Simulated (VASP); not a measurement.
Crystal: CaMg.

```
Ca Mg
1.0
     6.03443    0.00000    0.00000
     4.92601    3.48550    0.00000
     4.92601    1.56651    3.11364
Ca Mg
1 1
Direct
  0.00000 0.00000 0.00000
  0.50000 0.50000 0.50000
```

- Program: VASP 6.6.1
- Task: relaxation of cell and atoms
- Functional: PBEsol
- Potentials or basis: VASP PAW PBE potentials, release 64 (Ca_sv, Mg)
- Cutoff: 600 eV
- k mesh: 7 × 7 × 7
- Occupations: methfessel-paxton, width 0.02 eV
- Spin: no spin polarisation

At the start: pressure -0.7 GPa; volume 32.74 Å³/atom.

Problem. How do energy, volume and symmetry change on relaxing?

Solution. Over 3 steps the energy falls by 2.6 meV/atom and the volume is 31.74 Å³/atom (-3.1 %); space group R-3m (No. 166, to 0.05 Å).

The path:
```tsv
step	energy change (eV)	largest force (eV/Å)	pressure (GPa)	volume (Å³)
1	0.0000	0.0000	-0.72	65.49
2	-0.0046	0.0000	-0.24	64.10
3	-0.0051	0.0000	-0.01	63.48
```

Final structure:
```yaml
crystal:
  lattice:
    - [5.95030, -0.01118, -0.00689]
    - [4.85088, 3.44604, -0.00689]
    - [4.85088, 1.54261, 3.08149]
  atoms:
    - { symbol: Ca, position: [0.00000, 0.00000, 0.00000] }
    - { symbol: Mg, position: [0.50000, 0.50000, 0.50000] }
```

Caveat: the PAW data sets were made with another functional, which shifts forces and pressure a little.
